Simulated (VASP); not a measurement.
## Ge: single point with PBE

Crystal: Ge.

```
Ge
1.0
     5.99394    0.00000    0.00000
     0.00000    4.61408    0.00000
     0.00000    0.00000    4.88934
Ge
8
Direct
  0.40861 0.25000 0.00000
  0.59139 0.75000 0.50000
  0.59139 0.75000 0.00000
  0.40861 0.25000 0.50000
  0.91607 0.50968 0.25000
  0.08393 0.49032 0.75000
  0.08393 0.00968 0.25000
  0.91607 0.99032 0.75000
```

The cell was built from a structure type or drawn by symmetry, and may not be a known phase.

```
Program                : VASP 6.6.1
Task                   : single point
Functional             : PBE
Potentials or basis    : VASP PAW PBE potentials, release 64 (Ge_d)
Cutoff                 : 520 eV
k mesh                 : 4 × 4 × 4
Occupations            : gaussian, width 0.1 eV
Spin                   : no spin polarisation
Dipole correction      : no
Further INCAR settings : ALGO = Normal; EDIFF = 1e-06; NBANDS = 66
```

```json
{"Pressure": "22.4 GPa", "Largest force": "0.749 eV/Å", "Band gap on the k mesh": "zero (bands 56 and 57 overlap by 1.88 eV)"}
```

Forces in eV/Å, atoms in the order of the input:
```
Ge   0.724  0.000  0.000
Ge  -0.724  0.000  0.000
Ge  -0.724  0.000  0.000
Ge   0.724  0.000  0.000
Ge   0.336 -0.669  0.000
Ge  -0.336  0.669  0.000
Ge  -0.336 -0.669  0.000
Ge   0.336  0.669  0.000
```

Stress tensor (GPa, compression positive):
```
18.61  0.00  0.00
 0.00 21.13  0.00
 0.00  0.00 27.41
```

Levels at points of the mesh, in eV from the Fermi level:
```tsv
k point	band 54	band 55	band 56	band 57	band 58	band 59
(0.00, 0.00, 0.00)	-1.84	-1.67	-1.10	-0.27	0.41	1.38
(0.50, 0.00, 0.00)	-0.82	-0.82	-0.78	-0.44	0.83	1.00
(0.00, 0.50, 0.00)	-2.59	-0.43	-0.43	-0.19	-0.19	2.74
(0.50, 0.50, 0.00)	-3.01	-1.65	-1.65	2.06	2.06	2.46
(0.00, 0.00, 0.50)	-2.10	-1.23	-1.23	-0.22	-0.22	1.21
(0.50, 0.00, 0.50)	-1.87	-0.72	-0.72	0.80	0.80	1.05
(0.00, 0.50, 0.50)	1.28	1.28	1.28	3.45	3.45	3.45
(0.50, 0.50, 0.50)	-0.39	-0.39	-0.39	1.81	1.81	1.81
```

Run time: 5.2 min on 1 thread of Intel Xeon 8259CL (shared host), peak memory 0.33 GiB.

Caveat: the cell stands under pressure.
